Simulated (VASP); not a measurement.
# Pd (Immm) in VASP: single point with LDA

Aim: the single point of Pd with LDA.

Program: VASP 6.6.1. These are calculated values, not measurements. Logs are shortened: lines on timing, memory, paths and dates and some standing lists are left out, and cuts for length are marked.

## 1. The cell of the first run

It takes space group Immm (No. 71, orthorhombic). Conventional cell: a = 5.506 Å, b = 5.506 Å, c = 7.786 Å, α = 90.00°, β = 90.00°, γ = 90.00°. Pd (site symmetry mmm) has 8 Pd at 2.38 to 3.08 Å within 3.1 Å. Within 3.1 Å of Pd (site symmetry m) lie 9 Pd at 2.38 to 2.75 Å. Pd (site symmetry 2mm) has 12 Pd at 2.75 to 3.08 Å within 3.6 Å.

## 2. Single point, LDA

INCAR

```
SYSTEM = Pd
PREC = Accurate
ENCUT = 400
EDIFF = 1E-6
ISMEAR = 0
SIGMA = 0.1
LREAL = .FALSE.
LASPH = .TRUE.
NELM = 120
ALGO = Normal
ISIF = 2
LWAVE = .FALSE.
LCHARG = .FALSE.
GGA = CA
NBANDS = 44
GGA_COMPAT = .FALSE.
```

KPOINTS

```
Automatic mesh
0
G
  3 3 3
  0 0 0
```

POSCAR

```
Pd
1.0
    0.0000000000      3.8930000000      3.8930000000
    3.8930000000      0.0000000000      3.8930000000
    3.8930000000      3.8930000000      0.0000000000
Pd
7
Direct
    0.0000000000      0.0000000000      0.2500000000
    0.0000000000      0.5000000000      0.0000000000
    0.0000000000      0.5000000000      0.5000000000
    0.5000000000      0.0000000000      0.0000000000
    0.5000000000      0.0000000000      0.5000000000
    0.5000000000      0.5000000000      0.0000000000
    0.5000000000      0.5000000000      0.5000000000
```

Potentials or basis: VASP PAW LDA potentials, release 64 (Pd).

Run with:

```bash
cat potpaw_LDA.64/Pd/POTCAR > POTCAR
mpirun -np 1 vasp_std > vasp.out
```

OUTCAR:

```text
SYSTEM = Pd
   PREC = Accurate
   ENCUT = 400
   EDIFF = 1E-6
   ISMEAR = 0
   LREAL = .FALSE.
   LASPH = .TRUE.
   NELM = 120
   ISIF = 2
   GGA = CA

 ion  position               nearest neighbor table
   1  0.000  0.000  0.250-   2 2.38   4 2.38   3 2.38   5 2.38   7 3.08   6 3.08   6 3.08   7 3.08

   2  0.000  0.500  0.000-   1 2.38   6 2.75   3 2.75   7 2.75   3 2.75   4 2.75   4 2.75   6 2.75
                             7 2.75
   3  0.000  0.500  0.500-   1 2.38   2 2.75   7 2.75   2 2.75   6 2.75   5 2.75   5 2.75   6 2.75
                             7 2.75
   4  0.500  0.000  0.000-   1 2.38   6 2.75   5 2.75   7 2.75   2 2.75   6 2.75   7 2.75   5 2.75
                             2 2.75
   5  0.500  0.000  0.500-   1 2.38   4 2.75   7 2.75   4 2.75   6 2.75   3 2.75   6 2.75   7 2.75
                             3 2.75
   6  0.500  0.500  0.000-   2 2.75   4 2.75   7 2.75   3 2.75   5 2.75   7 2.75   4 2.75   5 2.75
                             2 2.75   3 2.75   1 3.08   1 3.08
   7  0.500  0.500  0.500-   3 2.75   5 2.75   6 2.75   2 2.75   4 2.75   6 2.75   4 2.75   5 2.75
                             2 2.75   3 2.75   1 3.08   1 3.08

  LATTYP: Found a face centered cubic cell.
 ALAT       =     7.7860000000

  Lattice vectors:

 A1 = (   0.0000000000,   3.8930000000,   3.8930000000)
 A2 = (   3.8930000000,   0.0000000000,   3.8930000000)
 A3 = (   3.8930000000,   3.8930000000,   0.0000000000)

Analysis of symmetry for initial positions (statically):
=====================================================================
 Subroutine PRICEL returns:
 Original cell was already a primitive cell.

 Routine SETGRP: Setting up the symmetry group for a
 face centered cubic supercell.

 Subroutine GETGRP returns: Found  8 space group operations
 (whereof  4 operations were pure point group operations)
 out of a pool of 48 trial point group operations.

The static configuration has the point symmetry C_2v.
 The point group associated with its full space group is D_2h.

Analysis of symmetry for dynamics (positions and initial velocities):
=====================================================================
 Subroutine PRICEL returns:
 Original cell was already a primitive cell.

 Routine SETGRP: Setting up the symmetry group for a
 face centered cubic supercell.

 Subroutine GETGRP returns: Found  8 space group operations
 (whereof  4 operations were pure point group operations)
 out of a pool of 48 trial point group operations.

The dynamic configuration has the point symmetry C_2v.
 The point group associated with its full space group is D_2h.

 Subroutine INISYM returns: Found  8 space group operations
 (whereof  4 operations are pure point group operations),
 and found     1 'primitive' translations

----------------------------------------------------------------------------------------

                                     Primitive cell

  volume of cell :     118.0003

  direct lattice vectors                    reciprocal lattice vectors
     0.000000000  3.893000000  3.893000000    -0.128435654  0.128435654  0.128435654
     3.893000000  0.000000000  3.893000000     0.128435654 -0.128435654  0.128435654
     3.893000000  3.893000000  0.000000000     0.128435654  0.128435654 -0.128435654

  length of vectors
     5.505533398  5.505533398  5.505533398     0.222457078  0.222457078  0.222457078

  position of ions in fractional coordinates (direct lattice)
     0.000000000  0.000000000  0.250000000
     0.000000000  0.500000000  0.000000000
     0.000000000  0.500000000  0.500000000
     0.500000000  0.000000000  0.000000000
     0.500000000  0.000000000  0.500000000
     0.500000000  0.500000000  0.000000000
     0.500000000  0.500000000  0.500000000

  ion indices of the primitive-cell ions
   primitive index   ion index
                 1           1
                 2           2
                 3           3
                 4           4
                 5           5
                 6           6
                 7           7

----------------------------------------------------------------------------------------

 KPOINTS: Automatic mesh

Automatic generation of k-mesh.
 Grid dimensions read from file:
 generate k-points for:    3    3    3

 Generating k-lattice:

  Cartesian coordinates                     Fractional coordinates (reciprocal lattice)
    -0.042811885  0.042811885  0.042811885     0.333333333  0.000000000  0.000000000
     0.042811885 -0.042811885  0.042811885     0.000000000  0.333333333  0.000000000
     0.042811885  0.042811885 -0.042811885     0.000000000  0.000000000  0.333333333

  Length of vectors
     0.074152359  0.074152359  0.074152359

  Shift w.r.t. Gamma in fractional coordinates (k-lattice)
     0.000000000  0.000000000  0.000000000

 Subroutine IBZKPT returns following result:
 ===========================================

 Found      8 irreducible k-points:

 Following reciprocal coordinates:
            Coordinates               Weight
  0.000000  0.000000  0.000000      1.000000
  0.333333  0.000000  0.000000      4.000000
  0.000000  0.000000  0.333333      4.000000
  0.333333  0.333333  0.000000      2.000000
  0.000000  0.333333  0.333333      4.000000
 -0.333333  0.333333  0.000000      2.000000
  0.000000 -0.333333  0.333333      8.000000
  0.333333  0.333333 -0.333333      2.000000
   k-points           NKPTS =      8   k-points in BZ     NKDIM =      8   number of bands    NBANDS=     44
   number of dos      NEDOS =    301   number of ions     NIONS =      7
   total plane-waves  NPLWV =  46656
   dimension x,y,z NGX =    36 NGY =   36 NGZ =   36
   dimension x,y,z NGXF=    72 NGYF=   72 NGZF=   72
   ions per type =               7
   NGX,Y,Z   is equivalent  to a cutoff of  10.87, 10.87, 10.87 a.u.
   NGXF,Y,Z  is equivalent  to a cutoff of  21.74, 21.74, 21.74 a.u.
 SYSTEM =  Pd
   PREC   = accura    normal or accurate (medium, high low for compatibility)
   ISTART =      0    job   : 0-new  1-cont  2-samecut
   ICHARG =      2    charge: 1-file 2-atom 10-const
   ISPIN  =      1    spin polarized calculation?
   LNONCOLLINEAR =      F non collinear calculations
   LSORBIT =      F    spin-orbit coupling
   LASPH  =      T    aspherical Exc in radial PAW
   ENCUT  =  400.0 eV  29.40 Ry    5.42 a.u.   8.98  8.98  8.98*2*pi/ulx,y,z
   NELM   =    120;   NELMIN=  2; NELMDL= -5     # of ELM steps
   EDIFF  = 0.1E-05   stopping-criterion for ELM
   LREAL  =      F    real-space projection
   EDIFFG = 0.1E-04   stopping-criterion for IOM
   NSW    =      0    number of steps for IOM
   IBRION =     -1    ionic relax: 0-MD 1-quasi-New 2-CG
   NFREE  =      0    steps in history (QN), initial steepest desc. (CG)
   ISIF   =      2    stress and relaxation
   ISYM   =      2    0-nonsym 1-usesym 2-fastsym
   POTIM  = 0.5000    time-step for ionic-motion
   TEBEG  =    0.0;   TEEND  =   0.0 temperature during run
   PSTRESS=    0.0 pullay stress
   NELECT =      70.0000    total number of electrons
   NUPDOWN=      -1.0000    fix difference up-down
   EMIN   =  10.00;   EMAX   =-10.00  energy-range for DOS
   EFERMI =   0.00;   METHOD = LEGACY
   ISMEAR =     0;   SIGMA  =   0.10  broadening in eV -4-tet -1-fermi 0-gaus
   EFERMI_NEDOS =   21; number of points for ismear=-14 and -15
   IALGO  =     38    algorithm
   IMIX   =      4    mixing-type and parameters
     AMIX     =   0.40;   BMIX     =  1.00
     AMIX_MAG =   1.60;   BMIX_MAG =  1.00
  volume/ion in A,a.u.               =      16.86       113.76
  Fermi-wavevector in a.u.,A,eV,Ry     =   1.375561  2.599433 25.744500  1.892167
  Thomas-Fermi vector in A             =   2.500885
   LORBIT       =      0    0 simple, 1 ext, 2 COOP (PROOUT), +10 PAW based schemes
   GGA     = CA    functional components
   LHFCALC =     F    Hartree Fock is set to
   AEXX    =    0.0000 exact exchange contribution
   IVDW    =     0    specifies the selected vdW correction
   LEPSILON=     F    determine dielectric tensor
   LRPA    =     F    only Hartree local field effects (RPA)
 non-spin polarized calculation
 Gauss-broadening in eV      SIGMA  =   0.10
  energy-cutoff  :      400.00
  volume of cell :      118.00
 maximum number of plane-waves:      2139
   NGX = 17   NGY = 17   NGZ = 17

 number of electron      69.9999975 magnetization

 Free energy of the ion-electron system (eV)
  ---------------------------------------------------
  ext. energy  EPLUGINS =         0.00000000
  ---------------------------------------------------
  free energy    TOTEN  =       -42.38641382 eV

  energy without entropy =      -42.33583195  energy(sigma->0) =      -42.36112289

 E-fermi :   7.6338     XC(G=0): -12.5597

 val. band max:        7.6066887390   @ k =   0.0000  -0.3333   0.3333
 cond. band min:       7.6338673512   @ k =   0.0000   0.0000   0.0000
 fundamental gap:      0.0271786122
 Fermi energy:         7.6337997921

 k-point     1 :       0.0000    0.0000    0.0000
  band No.  band energies     occupation
      1       1.0837      2.00000
      2       2.1926      2.00000
      3       2.4113      2.00000
      4       2.7001      2.00000
      5       2.7971      2.00000
      6       2.8975      2.00000
[... 36 lines left out ...]
     43      12.9312      0.00000
     44      13.9176      0.00000

 k-point     2 :       0.3333    0.0000    0.0000
  band No.  band energies     occupation
      1       1.9073      2.00000
      2       2.5892      2.00000
      3       2.8402      2.00000
      4       2.8929      2.00000
      5       3.0049      2.00000
      6       3.0826      2.00000
[... 36 lines left out ...]
     43      12.8581      0.00000
     44      14.6930      0.00000

 k-point     3 :       0.0000    0.0000    0.3333
  band No.  band energies     occupation
      1       1.9223      2.00000
      2       2.4352      2.00000
      3       2.6903      2.00000
      4       2.9437      2.00000
      5       3.0619      2.00000
      6       3.2827      2.00000
[... 224 lines left out ...]
     43      14.5121      0.00000
     44      15.0951      0.00000

 k-point     8 :       0.3333    0.3333   -0.3333
  band No.  band energies     occupation
      1       2.4946      2.00000
      2       2.9391      2.00000
      3       3.0585      2.00000
      4       3.0691      2.00000
      5       3.4084      2.00000
      6       3.4550      2.00000
[... 36 lines left out ...]
     43      14.4420      0.00000
     44      15.0543      0.00000

------------------------ aborting loop because EDIFF is reached ----------------------------------------

  FORCE on cell =-STRESS in cart. coord.  units (eV):
  Direction    XX          YY          ZZ          XY          YZ          ZX
  --------------------------------------------------------------------------------------
  -------------------------------------------------------------------------------------
  Total       -8.6426833     -8.6426833      0.6587696     -2.2930535      0.0000000      0.0000000
  in kB     -117.3480762   -117.3480762      8.9445995    -31.1344765      0.0000000      0.0000000
  external PRESSURE =     -75.2505176 kB  Pullay stress =       0.0000000 kB

 VOLUME and BASIS-vectors are now :
 -----------------------------------------------------------------------------
  energy-cutoff  :      400.00
  volume of cell :      118.00
      direct lattice vectors                 reciprocal lattice vectors
     0.000000000  3.893000000  3.893000000    -0.128435654  0.128435654  0.128435654
     3.893000000  0.000000000  3.893000000     0.128435654 -0.128435654  0.128435654
     3.893000000  3.893000000  0.000000000     0.128435654  0.128435654 -0.128435654

 POSITION                                       TOTAL-FORCE (eV/Angst)
 -----------------------------------------------------------------------------------
      0.97325      0.97325      0.00000        -0.000000      0.000000      0.000000
      1.94650      0.00000      1.94650         0.631810     -0.631810      1.457080
      3.89300      1.94650      1.94650        -0.631810      0.631810     -1.457080
      0.00000      1.94650      1.94650        -0.631810      0.631810      1.457080
      1.94650      3.89300      1.94650         0.631810     -0.631810     -1.457080
      1.94650      1.94650      3.89300         0.046512      0.046512      0.000000
      3.89300      3.89300      3.89300        -0.046512     -0.046512     -0.000000
 -----------------------------------------------------------------------------------
    total drift:                                0.000000      0.000000      0.000000

  FREE ENERGIE OF THE ION-ELECTRON SYSTEM (eV)
  ---------------------------------------------------
  free  energy   TOTEN  =       -42.3864138233 eV

  energy  without entropy=      -42.3358319504  energy(sigma->0) =      -42.36112289
```

Run time: 14 s. Hardware: 1 thread of Intel Xeon 6975P-C (Granite Rapids), shared host; peak memory 0.17 GiB.

What came out:

- Free energy: -42.3864 eV
- Pressure: -7.5 GPa
- Largest force: 1.709 eV/Å
- Band gap on the k mesh: zero (bands 35 and 36 overlap by 0.54 eV)

Forces in eV/Å, atoms in the order of the input:
```
Pd   0.000  0.000  0.000
Pd   0.632 -0.632  1.457
Pd  -0.632  0.632 -1.457
Pd  -0.632  0.632  1.457
Pd   0.632 -0.632 -1.457
Pd   0.047  0.047  0.000
Pd  -0.047 -0.047  0.000
```

Levels at points of the mesh, in eV from the Fermi level:
| k point | band 30 | band 31 | band 32 | band 33 | band 34 | band 35 | band 36 | band 37 | band 38 | band 39 |
| --- | --- | --- | --- | --- | --- | --- | --- | --- | --- | --- |
| (0.00, 0.00, 0.00) | 0.06 | 0.09 | 0.13 | 0.22 | 0.26 | 0.38 | 0.49 | 1.46 | 1.89 | 2.26 |

Caveat: the k points lie up to 0.47 Å⁻¹ apart, too coarse for converged energies and pressures of a metal; forces of over 1 eV/Å act on the atoms, so gaps and moduli don't describe the material at rest.

The gap in the log of VASP goes by the Fermi energy; the results here count the filled bands.